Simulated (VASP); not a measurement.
# Pt (P6_3/mmc) in VASP: notebook, part 2 of 2

VASP 6.6.1.

## Step 3: Single point, r2SCAN, non-collinear spin, zero start, spin-orbit coupling

This run uses another cell than the first one, of 15.42 Å³/atom, 1.022 times its volume.

Input file POSCAR:

```
Pt
1.0
    2.7393865607      0.0000000000      0.0000000000
   -1.3696932803      2.3723783523      0.0000000000
    0.0000000000      0.0000000000      4.7455794536
Pt
2
Direct
    0.3333333333      0.6666666667      0.2500000000
    0.6666666667      0.3333333333      0.7500000000
```

Input file INCAR.step1:

```
ALGO = Normal
EDIFF = 1E-4
ENCUT = 520
GGA = PE
GGA_COMPAT = False
ISMEAR = -1
LASPH = True
LCHARG = False
LMAXMIX = 4
LNONCOLLINEAR = True
LREAL = False
LSORBIT = True
LWAVE = True
MAGMOM = 0 0 0 0 0 0
NBANDS = 32
NELM = 150
PREC = Accurate
SIGMA = 0.1
```

Input file INCAR.step2:

```
ALGO = Normal
EDIFF = 1E-6
ENCUT = 520
GGA_COMPAT = False
ISIF = 2
ISMEAR = -1
ISTART = 1
LASPH = True
LCHARG = False
LMAXMIX = 4
LMIXTAU = True
LNONCOLLINEAR = True
LORBIT = 11
LORBMOM = True
LREAL = False
LSORBIT = True
LWAVE = False
MAGMOM = 0 0 0 0 0 0
METAGGA = R2SCAN
NBANDS = 32
NELM = 150
PREC = Accurate
SIGMA = 0.1
```

Input file KPOINTS:

```
k-points
0
Gamma
  13 13 7
```

Potentials or basis: VASP PAW PBE potentials, release 64 (Pt).

Launch:

```sh
$ cat potpaw_PBE.64/Pt/POTCAR > POTCAR
$ cp INCAR.step1 INCAR
$ mpirun -np 1 vasp_ncl > vasp.out
$ cp INCAR.step2 INCAR
$ mpirun -np 1 vasp_ncl > vasp.out
```

OUTCAR:

```text
EDIFF = 1E-6
   ENCUT = 520
   ISIF = 2
   ISMEAR = -1
   ISTART = 1
   LASPH = True
   LNONCOLLINEAR = True
   LORBIT = 11
   LREAL = False
   LSORBIT = True
   METAGGA = R2SCAN
   NELM = 150
   PREC = Accurate

 ion  position               nearest neighbor table
   1  0.333  0.667  0.250-   2 2.85   2 2.85   2 2.85   2 2.85   2 2.85   2 2.85
   2  0.667  0.333  0.750-   1 2.85   1 2.85   1 2.85   1 2.85   1 2.85   1 2.85

  LATTYP: Found a hexagonal cell.
 ALAT       =     2.7393865607
 C/A-ratio  =     1.7323511481

  Lattice vectors:

 A1 = (   2.7393865607,   0.0000000000,   0.0000000000)
[... 1133 lines left out ...]
    -0.0198356    -0.0195087    -0.0564715     0.0000000    -0.0198356
    -0.0735349    -0.0198356     0.0000000    -0.0198356     0.0000000
 l=   3
     0.0000000     0.0000000     0.0000000     0.0000000     0.0000000     0.0000000     0.0000000
     0.0000000     0.0000000     0.0000000     0.0000000     0.0000000     0.0000000     0.0000000
     0.0000000     0.0000000     0.0000000     0.0000000     0.0000000     0.0000000     0.0000000
     0.0000000     0.0000000     0.0000000     0.0000000     0.0000000     0.0000000     0.0000000
     0.0000000     0.0000000     0.0000000     0.0000000     0.0000000     0.0000000     0.0000000
     0.0000000     0.0000000     0.0000000     0.0000000     0.0000000     0.0000000     0.0000000
     0.0000000     0.0000000     0.0000000     0.0000000     0.0000000     0.0000000     0.0000000

 total charge

# of ion       s       p       d       tot
------------------------------------------
    1        0.632   0.592   8.029   9.254
    2        0.632   0.592   8.029   9.254
--------------------------------------------------
tot          1.265   1.184  16.059  18.507

 magnetization (x)

# of ion       s       p       d       tot
------------------------------------------
    1        0.000   0.000   0.000   0.000
    2        0.000   0.000   0.000   0.000
--------------------------------------------------
tot          0.000   0.000   0.000   0.000

 magnetization (y)

# of ion       s       p       d       tot
------------------------------------------
    1        0.000   0.000   0.000   0.000
    2        0.000   0.000   0.000   0.000
--------------------------------------------------
tot          0.000   0.000   0.000   0.000

 magnetization (z)

# of ion       s       p       d       tot
------------------------------------------
    1        0.000   0.000   0.000   0.000
    2        0.000   0.000   0.000   0.000
--------------------------------------------------
tot          0.000   0.000   0.000   0.000
```

OUTCAR.step1:

```text
EDIFF = 1E-4
   ENCUT = 520
   GGA = PE
   ISMEAR = -1
   LASPH = True
   LNONCOLLINEAR = True
   LREAL = False
   LSORBIT = True
[... 1129 lines left out ...]
     0.0000000     0.0000000     0.0000000     0.0000000     0.0000000     0.0000000     0.0000000
     0.0000000     0.0000000     0.0000000     0.0000000     0.0000000     0.0000000     0.0000000
     0.0000000     0.0000000     0.0000000     0.0000000     0.0000000     0.0000000     0.0000000
     0.0000000     0.0000000     0.0000000     0.0000000     0.0000000     0.0000000     0.0000000
     0.0000000     0.0000000     0.0000000     0.0000000     0.0000000     0.0000000     0.0000000

=======================================================================

 ========================================================
```

It took 5.8 min on 1 thread of Intel Xeon 6975P-C (Granite Rapids), shared host; peak memory 0.31 GiB.

Results:

| Property | Result |
| --- | --- |
| Free energy | -103.6945 eV |
| Pressure | 1.2 GPa |
| Net moment | 0.00 μB per cell |
| Valence electrons inside the program's atomic spheres | Pt 9.25 |

Stress tensor (GPa, compression positive):
```
1.79 0.00 0.00
0.00 1.79 0.00
0.00 0.00 0.12
```

Moments on the atoms (μB; x, y, z):
```
Pt  0.00 0.00 0.00
Pt  0.00 0.00 0.00
```

Caveat: the PAW data sets were made with another functional, which shifts forces and pressure a little.

## Step 4: Single point, r2SCAN

This run uses another cell than the first one, of 15.42 Å³/atom, 1.022 times its volume.

Input file POSCAR:

```
Pt
1.0
    2.7393865603      0.0000000000      0.0000000000
   -1.3696932802      2.3723783520      0.0000000000
    0.0000000000      0.0000000000      4.7455794522
Pt
2
Direct
    0.3333333333      0.6666666667      0.2500000000
    0.6666666667      0.3333333333      0.7500000000
```

Input file INCAR.step1:

```
PREC = Accurate
ENCUT = 520
ISMEAR = -1
SIGMA = 0.1
LREAL = F
LASPH = T
NELM = 80
NBANDS = 17
GGA = PE
ALGO = Normal
EDIFF = 1E-4
LWAVE = T
LCHARG = F
```

Input file INCAR.step2:

```
PREC = Accurate
ENCUT = 520
EDIFF = 1E-6
ISMEAR = -1
SIGMA = 0.1
LREAL = F
LASPH = T
NELM = 80
ALGO = Normal
ISIF = 2
LWAVE = F
LCHARG = T
METAGGA = R2SCAN
LMIXTAU = T
LELF = T
LVHAR = T
NBANDS = 17
ISTART = 1
```

Input file KPOINTS:

```
Automatic mesh
0
Gamma
  7 7 4
```

Launch:

```sh
$ cat potpaw_PBE.64/Pt/POTCAR > POTCAR
$ cp INCAR.step1 INCAR
$ mpirun -np 1 vasp_std > vasp.out
$ cp INCAR.step2 INCAR
$ mpirun -np 1 vasp_std > vasp.out
```

Run time: 41 s. Hardware: 1 thread of Intel Xeon 6975P-C, shared host; peak memory 0.15 GiB.

Results (log left out):

| Item | Value |
| --- | --- |
| Free energy | -102.9096 eV |
| Pressure | 1.1 GPa |
| Band gap on the k mesh | zero (band 10 reaches 10.84 eV, above the bottom of band 11 at 9.68 eV) |

Stress tensor (GPa, compression positive):
```
-0.21  0.00  0.00
 0.00 -0.21  0.00
 0.00  0.00  3.71
```

Levels at points of the mesh, in eV from the Fermi level:
```tsv
k point	band 6	band 7	band 8	band 9	band 10	band 11	band 12	band 13	band 14	band 15
(0.00, 0.00, 0.00)	-3.34	-3.34	-2.02	-2.02	-0.65	-0.31	-0.31	5.10	15.96	16.56
(0.00, 0.00, 0.50)	-3.73	-3.73	-3.73	-0.93	-0.93	-0.93	-0.93	12.75	12.75	16.36
```

Caveat: the k points lie up to 0.38 Å⁻¹ apart; the PAW data sets were made with another functional, which shifts forces and pressure a little; spin-orbit coupling is left out, which moves the levels of the heavy elements.

## Step 5: Summary

| task | spin | cell | k mesh | cutoff (eV) | gap on the mesh (eV) | pressure (GPa) |
| --- | --- | --- | --- | --- | --- | --- |
| relaxation of cell and atoms | off | relaxed from a = 2.774, b = 2.774, c = 4.530 Å, angles 90.0, 90.0, 120.0°, 2 atoms | 13 × 13 × 7 | 600 | none | 0.0 |
| single point | non-collinear, zero start, SOC | a = 2.739, b = 2.739, c = 4.746 Å, angles 90.0, 90.0, 120.0°, 2 atoms | 13 × 13 × 7 | 520 | - | 1.2 |
| single point | off | a = 2.739, b = 2.739, c = 4.746 Å, angles 90.0, 90.0, 120.0°, 2 atoms | 7 × 7 × 4 | 520 | none | 1.1 |

Alike in all rows: level r2SCAN; potentials or basis VASP PAW PBE potentials, release 64 (Pt); smearing fermi-dirac 0.1 eV.

Caveats: some runs use coarse meshes; the PAW data sets were made with another functional, which shifts forces and pressure a little; spin-orbit coupling is left out, which moves the levels of the heavy elements (some runs).

Total energies depend on the potentials used, so only differences within one code and one set of settings carry meaning.
